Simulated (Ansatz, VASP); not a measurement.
SrO in VASP and in Ansatz

```
Sr O
1.0
     0.00000    2.67612    2.57989
     2.67612    0.00000    2.57989
     2.67612    2.67612    0.00000
Sr O
1 1
Direct
  0.50000 0.50000 0.50000
  0.00000 0.00000 0.00000
```

Change from the starting cell: biaxial_xy strain +3.7%.

Alike in both runs: task single point; functional PBE; k mesh 8 × 8 × 8; occupations fermi-dirac, width 0.02 eV; no spin polarisation.

|  | VASP | Ansatz |
| --- | --- | --- |
| version | VASP 6.6.1 | Ansatz 0.2.0 |
| potentials or method | VASP PAW PBE potentials, release 64 (Sr_sv, O) | plane waves, PAW |
| plane-wave cutoff (eV) | 520 | 420 |
| valence electrons in the cell | 16 | 16 |

Ansatz gave:

| Property | Result |
| --- | --- |
| gap on the k mesh at the Fermi level (eV) | 3.19 |
| pressure (GPa) | -3.7 |
| traceless stress, the component that is largest in VASP (GPa) | 2.13 |

Which values does VASP return?

gap on the k mesh at the Fermi level (eV): 3.14; pressure (GPa): -3.3; traceless stress, the component that is largest in VASP (GPa): 2.27.
